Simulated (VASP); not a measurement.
Set up this calculation in VASP 6.6.1, as the native input.

```
Task                   : single point
Functional             : PBE
Potentials or basis    : VASP PAW PBE potentials, release 64 (Pt, Se)
Cutoff                 : 520 eV
k mesh                 : 12 × 12 × 4
Occupations            : gaussian, width 0.02 eV
Spin                   : no spin polarisation
Dipole correction      : no
Further INCAR settings : ALGO = Normal; EDIFF = 1e-06; NBANDS = 18
```

The structure of PtSe2 lies in POSCAR:

```
PtSe2
1.0
    3.7509834794      0.0000000000      0.0000000000
   -1.8754917397      3.2484469824      0.0000000000
    0.0000000000      0.0000000000      7.1676458513
Pt Se
1 2
Direct
    0.0000000000      0.0000000000      0.0000000000
    0.3333333333      0.6666666667      0.1823386641
    0.6666666667      0.3333333333      0.8176613359
```

This cell differs from its parent crystal: volume scaled by 1.10, then relaxed in part.

One way to write it, as run:

INCAR

```
PREC = Accurate ; ENCUT = 520
EDIFF = 1E-6 ; ISMEAR = 0
SIGMA = 0.02 ; LREAL = False
LASPH = True ; NELM = 100
ALGO = Normal ; ISIF = 2
LWAVE = False ; LCHARG = False
GGA = PE ; NBANDS = 18
```

KPOINTS

```
regular mesh
0
Gamma
  12 12 4
```

Potentials or basis: VASP PAW PBE potentials, release 64 (Pt, Se).

Launch:

```console
$ cat potpaw_PBE.64/Pt/POTCAR potpaw_PBE.64/Se/POTCAR > POTCAR
$ mpirun -np 1 vasp_std > vasp.out
```

It gave:

```
Pressure               : -0.1 GPa
Band gap on the k mesh : 1.13 eV, indirect (least direct gap 1.28 eV)
```

Caveat: spin-orbit coupling is left out, which moves the levels of the heavy elements; this functional lacks dispersion, which binds the layers, so the pressure and a relaxed spacing across them are unreliable.

It took 40 s on 1 thread of Intel(R) Xeon(R) 6975P-C (Granite Rapids) (shared host), peak memory 0.26 GiB.
